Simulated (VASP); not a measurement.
# Ga2O (P-3m1) in VASP: notebook

The runs below take Ga2O through single point, relaxation of cell and atoms, with PBEsol.

Program: VASP 6.6.1. These are calculated values, not measurements. Logs are shortened: lines on timing, memory, paths and dates and some standing lists are left out, and cuts for length are marked.

### Step 1. The cell of the first run

The structure is trigonal, space group P-3m1 (No. 164). Conventional cell: a = 3.028 Å, b = 3.028 Å, c = 11.820 Å, α = 90.00°, β = 90.00°, γ = 120.00°. Ga (site symmetry 3m) has 3 O at 1.92 Å and 1 Ga at 2.49 Å within 2.6 Å. Ga (site symmetry 3m) has 1 O at 2.66 Å and 9 Ga at 2.96 to 3.03 Å within 3.5 Å. Within 2.7 Å of O (site symmetry 3m) lie 4 Ga at 1.92 to 2.66 Å.

### Step 2. Single point, PBEsol (15.64 Å³/atom)

INCAR reads:

```
  PREC = Accurate
  ENCUT = 520
  EDIFF = 1E-7
  ISMEAR = -1
  SIGMA = 0.15
  LREAL = F
  LASPH = T
  NELM = 80
  ALGO = Normal
  ISIF = 2
  LWAVE = F
  LCHARG = F
  GGA = PS
  NBANDS = 41
```

KPOINTS reads:

```
regular mesh
0
Gamma
  12 12 4
```

POSCAR reads:

```
Ga2O
1.0
    3.0278639175      0.0000000000      0.0000000000
   -1.5139319587      2.6222070717      0.0000000000
    0.0000000000      0.0000000000     11.8198800991
Ga O
4 2
Direct
    0.0000000000      0.0000000000      0.3944579173
    0.0000000000      0.0000000000      0.6055420827
    0.6666666667      0.3333333333      0.1011654222
    0.3333333333      0.6666666667      0.8988345778
    0.6666666667      0.3333333333      0.3263786488
    0.3333333333      0.6666666667      0.6736213512
```

Potentials or basis: VASP PAW PBE potentials, release 64 (Ga_d, O).

Started as:

```
$ cat potpaw_PBE.64/Ga_d/POTCAR potpaw_PBE.64/O/POTCAR > POTCAR
$ mpirun -np 1 vasp_std > vasp.out
```

OUTCAR:

```text
PREC = Accurate
   ENCUT = 520
   EDIFF = 1E-7
   ISMEAR = -1
   LREAL = F
   LASPH = T
   NELM = 80
   ISIF = 2
   GGA = PS

 ion  position               nearest neighbor table
   1  0.000  0.000  0.394-   5 1.92   5 1.92   5 1.92   2 2.49
   2  0.000  0.000  0.606-   6 1.92   6 1.92   6 1.92   1 2.49
   3  0.667  0.333  0.101-
   4  0.333  0.667  0.899-
   5  0.667  0.333  0.326-   1 1.92   1 1.92   1 1.92
   6  0.333  0.667  0.674-   2 1.92   2 1.92   2 1.92

  LATTYP: Found a hexagonal cell.
 ALAT       =     3.0278639175
 C/A-ratio  =     3.9037025511

  Lattice vectors:

 A1 = (   3.0278639175,   0.0000000000,   0.0000000000)
 A2 = (  -1.5139319587,   2.6222070717,   0.0000000000)
 A3 = (   0.0000000000,   0.0000000000,  11.8198800991)

Analysis of symmetry for initial positions (statically):
=====================================================================
 Subroutine PRICEL returns:
 Original cell was already a primitive cell.

 Routine SETGRP: Setting up the symmetry group for a
 hexagonal supercell.

 Subroutine GETGRP returns: Found 12 space group operations
 (whereof 12 operations were pure point group operations)
 out of a pool of 24 trial point group operations.

The static configuration has the point symmetry D_3d.

Analysis of symmetry for dynamics (positions and initial velocities):
=====================================================================
 Subroutine PRICEL returns:
 Original cell was already a primitive cell.

 Routine SETGRP: Setting up the symmetry group for a
 hexagonal supercell.

 Subroutine GETGRP returns: Found 12 space group operations
 (whereof 12 operations were pure point group operations)
 out of a pool of 24 trial point group operations.

The dynamic configuration has the point symmetry D_3d.

 Subroutine INISYM returns: Found 12 space group operations
 (whereof 12 operations are pure point group operations),
 and found     1 'primitive' translations

----------------------------------------------------------------------------------------

                                     Primitive cell

  volume of cell :      93.8461

  direct lattice vectors                    reciprocal lattice vectors
     3.027863917  0.000000000  0.000000000     0.330265833  0.190679068  0.000000000
    -1.513931959  2.622207072  0.000000000     0.000000000  0.381358136  0.000000000
     0.000000000  0.000000000 11.819880099     0.000000000  0.000000000  0.084603227

  length of vectors
     3.027863917  3.027863917 11.819880099     0.381358136  0.381358136  0.084603227

  position of ions in fractional coordinates (direct lattice)
     0.000000000  0.000000000  0.394457917
     0.000000000  0.000000000  0.605542083
     0.666666667  0.333333333  0.101165422
     0.333333333  0.666666667  0.898834578
     0.666666667  0.333333333  0.326378649
     0.333333333  0.666666667  0.673621351

  ion indices of the primitive-cell ions
   primitive index   ion index
                 1           1
                 2           2
                 3           3
                 4           4
                 5           5
                 6           6

----------------------------------------------------------------------------------------

 KPOINTS: regular mesh

Automatic generation of k-mesh.
 Grid dimensions read from file:
 generate k-points for:   12   12    4

 Generating k-lattice:

  Cartesian coordinates                     Fractional coordinates (reciprocal lattice)
     0.027522153  0.015889922  0.000000000     0.083333333  0.000000000  0.000000000
     0.000000000  0.031779845  0.000000000     0.000000000  0.083333333  0.000000000
     0.000000000  0.000000000  0.021150807     0.000000000  0.000000000  0.250000000

  Length of vectors
     0.031779845  0.031779845  0.021150807

  Shift w.r.t. Gamma in fractional coordinates (k-lattice)
     0.000000000  0.000000000  0.000000000

 Subroutine IBZKPT returns following result:
 ===========================================

 Found     69 irreducible k-points:

 Following reciprocal coordinates:
            Coordinates               Weight
  0.000000  0.000000  0.000000      1.000000
  0.083333  0.000000  0.000000      6.000000
  0.166667 -0.000000  0.000000      6.000000
  0.250000 -0.000000  0.000000      6.000000
  0.333333  0.000000  0.000000      6.000000
  0.416667  0.000000  0.000000      6.000000
[... 16 lines left out ...]
  0.166667 -0.000000  0.250000      6.000000
  0.000000  0.166667  0.250000      6.000000
 [... further k-points ...]
   k-points           NKPTS =     69   k-points in BZ     NKDIM =     69   number of bands    NBANDS=     41
   number of dos      NEDOS =    301   number of ions     NIONS =      6
   total plane-waves  NPLWV =  51840
   dimension x,y,z NGX =    24 NGY =   24 NGZ =   90
   dimension x,y,z NGXF=    48 NGYF=   48 NGZF=  180
   ions per type =               4   2
   NGX,Y,Z   is equivalent  to a cutoff of  13.18, 13.18, 12.66 a.u.
   NGXF,Y,Z  is equivalent  to a cutoff of  26.35, 26.35, 25.32 a.u.
 SYSTEM =  unknown system
   PREC   = accura    normal or accurate (medium, high low for compatibility)
   ISTART =      0    job   : 0-new  1-cont  2-samecut
   ICHARG =      2    charge: 1-file 2-atom 10-const
   ISPIN  =      1    spin polarized calculation?
   LNONCOLLINEAR =      F non collinear calculations
   LSORBIT =      F    spin-orbit coupling
   LASPH  =      T    aspherical Exc in radial PAW
   ENCUT  =  520.0 eV  38.22 Ry    6.18 a.u.   5.63  5.63 21.98*2*pi/ulx,y,z
   NELM   =     80;   NELMIN=  2; NELMDL= -5     # of ELM steps
   EDIFF  = 0.1E-06   stopping-criterion for ELM
   LREAL  =      F    real-space projection
   EDIFFG = 0.1E-05   stopping-criterion for IOM
   NSW    =      0    number of steps for IOM
   IBRION =     -1    ionic relax: 0-MD 1-quasi-New 2-CG
   NFREE  =      0    steps in history (QN), initial steepest desc. (CG)
   ISIF   =      2    stress and relaxation
   ISYM   =      2    0-nonsym 1-usesym 2-fastsym
   POTIM  = 0.5000    time-step for ionic-motion
   TEBEG  =    0.0;   TEEND  =   0.0 temperature during run
   PSTRESS=    0.0 pullay stress
   NELECT =      64.0000    total number of electrons
   NUPDOWN=      -1.0000    fix difference up-down
   EMIN   =  10.00;   EMAX   =-10.00  energy-range for DOS
   EFERMI =   0.00;   METHOD = LEGACY
   ISMEAR =    -1;   SIGMA  =   0.15  broadening in eV -4-tet -1-fermi 0-gaus
   EFERMI_NEDOS =   21; number of points for ismear=-14 and -15
   IALGO  =     38    algorithm
   IMIX   =      4    mixing-type and parameters
     AMIX     =   0.40;   BMIX     =  1.00
     AMIX_MAG =   1.60;   BMIX_MAG =  1.00
  volume/ion in A,a.u.               =      15.64       105.55
  Fermi-wavevector in a.u.,A,eV,Ry     =   1.440996  2.723087 28.252071  2.076469
  Thomas-Fermi vector in A             =   2.559677
   LORBIT       =      0    0 simple, 1 ext, 2 COOP (PROOUT), +10 PAW based schemes
   GGA     = PS    functional components
   LHFCALC =     F    Hartree Fock is set to
   AEXX    =    0.0000 exact exchange contribution
   IVDW    =     0    specifies the selected vdW correction
   LEPSILON=     F    determine dielectric tensor
   LRPA    =     F    only Hartree local field effects (RPA)
 non-spin polarized calculation
  energy-cutoff  :      520.00
  volume of cell :       93.85
 maximum number of plane-waves:      2564
 NGX is ok and might be reduce to    24
   NGX = 11   NGY = 11   NGZ = 43

 number of electron      63.9999963 magnetization

 Free energy of the ion-electron system (eV)
  ---------------------------------------------------
  ext. energy  EPLUGINS =         0.00000000
  ---------------------------------------------------
  free energy    TOTEN  =       -29.16176766 eV

  energy without entropy =      -29.05681147  energy(sigma->0) =      -29.10928957

 E-fermi :   5.4524     XC(G=0): -10.8826

 val. band max:        5.4465945455   @ k =   0.0833   0.0833   0.0000
 cond. band min:       5.4664818900   @ k =   0.0000   0.0000   0.2500
 fundamental gap:      0.0198873445
 Fermi energy:         5.4524164910

 k-point     1 :       0.0000    0.0000    0.0000
  band No.  band energies     occupation
      1     -16.0471      2.00000
      2     -15.9863      2.00000
      3     -10.7172      2.00000
      4     -10.7172      2.00000
      5     -10.7074      2.00000
      6     -10.7074      2.00000
[... 33 lines left out ...]
     40      15.3255      0.00000
     41      15.6872      0.00000

 k-point     2 :       0.0833    0.0000    0.0000
  band No.  band energies     occupation
      1     -16.0017      2.00000
      2     -15.9444      2.00000
      3     -10.7108      2.00000
      4     -10.7035      2.00000
      5     -10.7002      2.00000
      6     -10.6926      2.00000
[... 33 lines left out ...]
     40      14.5980      0.00000
     41      14.8965      0.00000

 k-point     3 :       0.1667   -0.0000    0.0000
  band No.  band energies     occupation
      1     -15.8770      2.00000
      2     -15.8296      2.00000
      3     -10.7012      2.00000
      4     -10.6631      2.00000
      5     -10.6594      2.00000
      6     -10.6498      2.00000
[... 33 lines left out ...]
     40      13.4692      0.00000
     41      13.5544      0.00000

 k-point     4 :       0.2500   -0.0000    0.0000
  band No.  band energies     occupation
      1     -15.7065      2.00000
      2     -15.6728      2.00000
      3     -10.6770      2.00000
      4     -10.6191      2.00000
      5     -10.6109      2.00000
      6     -10.5872      2.00000
[... 825 lines left out ...]
     40      14.6037      0.00000
     41      14.8962      0.00000

 k-point    23 :       0.1667   -0.0000    0.2500
  band No.  band energies     occupation
      1     -15.8770      2.00000
      2     -15.8297      2.00000
      3     -10.7012      2.00000
      4     -10.6631      2.00000
      5     -10.6594      2.00000
      6     -10.6498      2.00000
[... 33 lines left out ...]
     40      13.3778      0.00000
     41      13.5440      0.00000

 k-point    24 :       0.0000    0.1667    0.2500
  band No.  band energies     occupation
      1     -15.8770      2.00000
      2     -15.8297      2.00000
      3     -10.7012      2.00000
      4     -10.6631      2.00000
      5     -10.6594      2.00000
      6     -10.6498      2.00000
[... 33 lines left out ...]
     40      13.4357      0.00000
     41      13.5143      0.00000

 [... further k-points ...]

------------------------ aborting loop because EDIFF is reached ----------------------------------------

  FORCE on cell =-STRESS in cart. coord.  units (eV):
  Direction    XX          YY          ZZ          XY          YZ          ZX
  --------------------------------------------------------------------------------------
  -------------------------------------------------------------------------------------
  Total        0.0139337      0.0139337     -0.1224155      0.0000000      0.0000000     -0.0000000
  in kB        0.2378814      0.2378814     -2.0899246      0.0000000      0.0000000     -0.0000000
  external PRESSURE =      -0.5380539 kB  Pullay stress =       0.0000000 kB

 VOLUME and BASIS-vectors are now :
 -----------------------------------------------------------------------------
  energy-cutoff  :      520.00
  volume of cell :       93.85
      direct lattice vectors                 reciprocal lattice vectors
     3.027863917  0.000000000  0.000000000     0.330265833  0.190679068  0.000000000
    -1.513931959  2.622207072  0.000000000     0.000000000  0.381358136  0.000000000
     0.000000000  0.000000000 11.819880099     0.000000000  0.000000000  0.084603227

 POSITION                                       TOTAL-FORCE (eV/Angst)
 -----------------------------------------------------------------------------------
      0.00000      0.00000      4.66245        -0.000000     -0.000000      0.029179
      0.00000      0.00000      7.15743         0.000000      0.000000     -0.029179
      1.51393      0.87407      1.19576         0.000000      0.000000      0.004456
     -0.00000      1.74814     10.62412        -0.000000      0.000000     -0.004456
      1.51393      0.87407      3.85776         0.000000     -0.000000     -0.031367
     -0.00000      1.74814      7.96212         0.000000      0.000000      0.031367
 -----------------------------------------------------------------------------------
    total drift:                                0.000000     -0.000000      0.000000

  FREE ENERGIE OF THE ION-ELECTRON SYSTEM (eV)
  ---------------------------------------------------
  free  energy   TOTEN  =       -29.1617676593 eV

  energy  without entropy=      -29.0568114717  energy(sigma->0) =      -29.10928957
```

Run time: 2.2 min. Hardware: 1 thread of Intel Xeon 6975P-C (Granite Rapids), shared host; peak memory 0.34 GiB.

What came out:

```yaml
Free_energy: -29.1618 eV
Pressure: -0.1 GPa
Largest_force: 0.031 eV/Å
Band_gap_on_the_k_mesh: zero (bands 32 and 33 overlap by 1.97 eV)
```

Forces on the atoms (eV/Å):
```
Ga   0.000  0.000  0.029
Ga   0.000  0.000 -0.029
Ga   0.000  0.000  0.004
Ga   0.000  0.000 -0.004
O    0.000  0.000 -0.031
O    0.000  0.000  0.031
```

Stress tensor (GPa, compression positive):
```
 0.02  0.00  0.00
 0.00  0.02  0.00
 0.00  0.00 -0.21
```

Caveat: the PAW data sets were made with another functional, which shifts forces and pressure a little.

### Step 3. Relaxation of cell and atoms, PBEsol, target pressure 25 GPa, at which the enthalpy is minimised

This run uses another cell than the first one, of 13.57 Å³/atom.

INCAR reads:

```
PREC     = Accurate       # precision mode
ENCUT    = 600            # plane-wave cutoff, eV
EDIFF    = 1E-6           # SCF threshold, eV
ISMEAR   = -1             # smearing method
SIGMA    = 0.15           # smearing width, eV
LREAL    = F              # projectors in reciprocal space
LASPH    = T              # aspherical terms in the spheres
NELM     = 60             # most SCF steps
ALGO     = Normal         # electronic algorithm
ISIF     = 3              # what is computed and relaxed
LWAVE    = F              # write WAVECAR
LCHARG   = F              # write CHGCAR
GGA      = PS             # functional
IBRION   = 2              # ionic algorithm
NSW      = 80             # ionic steps
EDIFFG   = -0.001         # ionic threshold
PSTRESS  = 250.0
```

KPOINTS reads:

```
Automatic mesh
0
Gamma
  12 12 4
```

POSCAR reads:

```
Ga2O
1.0
    2.9305135521      0.0000000000      0.0000000000
   -1.4652567761      2.5378991823      0.0000000000
    0.0000000000      0.0000000000     10.9435922678
Ga O
4 2
Direct
    0.0000000000      0.0000000000      0.3900372497
    0.0000000000      0.0000000000      0.6099627503
    0.6666666667      0.3333333333      0.1036424274
    0.3333333333      0.6666666667      0.8963575726
    0.6666666667      0.3333333333      0.3048861929
    0.3333333333      0.6666666667      0.6951138071
```

Potentials or basis: VASP PAW PBE potentials, release 64 (Ga_d, O).

Started as:

```
$ cat potpaw_PBE.64/Ga_d/POTCAR potpaw_PBE.64/O/POTCAR > POTCAR
$ mpirun -np 1 vasp_std > vasp.out
```

It took 23 min on 1 thread of Intel Xeon 6975P-C (Granite Rapids), shared host; peak memory 0.36 GiB.

The run converged. Its results:

| Quantity | Value |
| --- | --- |
| Free energy | -27.9354 eV |
| Relaxed volume | 11.83 Å³/atom |
| Relaxed cell | a = 2.783 Å, b = 2.783 Å, c = 10.583 Å, α = 90.00°, β = 90.00°, γ = 120.00° |
| Space group after relaxing (to 0.1 Å) | P-3m1 (No. 164) |
| Energy change on relaxing (the run minimises the enthalpy) | +167.3 meV/atom |
| Ionic steps | 35 |
| Pressure after relaxing | 25.0 GPa |
| Band gap on the k mesh | zero (bands 32 and 33 overlap by 2.00 eV) |

Step by step:
| step | energy change (eV) | largest force (eV/Å) | pressure (GPa) | volume (Å³) |
| --- | --- | --- | --- | --- |
| 1 | 0.0000 | 0.0405 | 8.13 | 81.39 |
| 2 | 2.5746 | 2.6564 | 52.23 | 65.69 |
| 3 | 0.7709 | 1.0927 | 24.66 | 73.49 |
| 4 | 0.9179 | 0.6446 | 24.83 | 71.94 |
| 5 | 0.9059 | 0.5539 | 24.71 | 72.01 |
| 6 | 0.9744 | 0.3378 | 25.27 | 71.28 |
| 7 | 1.0598 | 0.2293 | 25.77 | 70.65 |
| 8 | 0.9625 | 0.0666 | 24.46 | 71.24 |
| 9 | 0.9776 | 0.0475 | 24.76 | 71.15 |
| 10 | 0.9752 | 0.0513 | 24.57 | 71.16 |
| 11 | 1.0066 | 0.0775 | 25.37 | 70.96 |
| 12 | 0.9994 | 0.0721 | 25.10 | 71.00 |
| 13 | 1.0023 | 0.0322 | 25.03 | 70.98 |
| 14 | 1.0033 | 0.0508 | 25.00 | 70.97 |
| 15 | 1.0043 | 0.0112 | 25.04 | 70.97 |
| 16 | 1.0042 | 0.0108 | 25.01 | 70.97 |
| 17 | 1.0042 | 0.0098 | 25.00 | 70.97 |
| 18 | 1.0040 | 0.0057 | 24.99 | 70.97 |
| 19 | 1.0040 | 0.0056 | 25.01 | 70.97 |
| 20 | 1.0040 | 0.0050 | 25.02 | 70.97 |
| 21 | 1.0017 | 0.0048 | 24.84 | 70.98 |
| 22 | 1.0034 | 0.0038 | 25.09 | 70.97 |
| 23 | 1.0028 | 0.0017 | 24.95 | 70.98 |
| 24 | 1.0030 | 0.0030 | 24.98 | 70.98 |
| 25 | 1.0038 | 0.0049 | 25.03 | 70.97 |
| 26 | 1.0033 | 0.0011 | 24.99 | 70.97 |
| 27 | 1.0034 | 0.0033 | 24.99 | 70.97 |
| 28 | 1.0034 | 0.0018 | 24.99 | 70.97 |
| 29 | 1.0034 | 0.0024 | 24.99 | 70.97 |
| 30 | 1.0041 | 0.0019 | 25.07 | 70.97 |
| 31 | 1.0037 | 0.0032 | 25.00 | 70.97 |
| 32 | 1.0038 | 0.0010 | 24.98 | 70.97 |
| 33 | 1.0039 | 0.0015 | 25.02 | 70.97 |
| 34 | 1.0038 | 0.0023 | 24.99 | 70.97 |
| 35 | 1.0039 | 0.0010 | 25.01 | 70.97 |

Final structure:
```xyz
6
Lattice="2.7827 0.0000 0.0000 -1.3913 2.4098 0.0000 0.0000 0.0000 10.5834" Properties=species:S:1:pos:R:3 pbc="T T T"
Ga    0.0000    0.0000    4.1384
Ga    0.0000    0.0000    6.4449
Ga    1.3913    0.8033    1.0853
Ga    0.0000    1.6066    9.4980
O     1.3913    0.8033    3.0996
O     0.0000    1.6066    7.4838
```

Levels at points of the mesh, in eV from the Fermi level:
```tsv
k point	band 30	band 31	band 32	band 33	band 34	band 35
(0.00, 0.00, 0.00)	-4.44	-4.44	-0.35	0.60	4.15	6.12
(0.50, 0.00, 0.00)	-4.94	-4.15	-2.15	-0.11	-0.04	2.88
(0.00, 0.00, 0.50)	-4.44	-3.58	-2.08	2.18	3.12	6.70
(0.50, 0.00, 0.50)	-4.88	-3.93	-1.64	-1.04	0.09	2.91
```

Caveat: the cell is relaxed towards a set pressure, so the run minimises the enthalpy, not the energy; the PAW data sets were made with another functional, which shifts forces and pressure a little.

The gap in the log of VASP goes by the Fermi energy; the results here count the filled bands.